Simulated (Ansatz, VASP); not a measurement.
Cr: VASP beside Ansatz

```
Cr
1.0
     2.24373    0.00000    0.00000
     0.00000    2.24373    0.00000
     0.00000    0.00000    2.24373
Cr
1
Direct
  0.00000 0.00000 0.00000
```

Alike in both runs: task single point; functional PBEsol; k mesh 15 × 15 × 15; occupations fermi-dirac, width 0.1 eV; no spin polarisation.

|  | VASP | Ansatz |
| --- | --- | --- |
| version | VASP 6.6.1 | Ansatz 0.2.0 |
| potentials or method | VASP PAW PBE potentials, release 64 (Cr_pv), cutoff 520 eV | plane waves (420 eV) with PAW, scalar-relativistic |
| valence electrons in the cell | 12 | 14 |

|  | VASP | Ansatz | Ansatz less VASP |
| --- | --- | --- | --- |
| pressure (GPa) | 21.2 | 21.1 | -0.15 |

VASP's potentials were made for PBE, not for PBEsol, and Ansatz warns of the same on its side. With one functional, cell and mesh, what is left measures potentials, basis and numerics. VASP's potentials hold 12 valence electrons a cell and Ansatz's 14, so a difference there can come from the potentials and not from the codes.
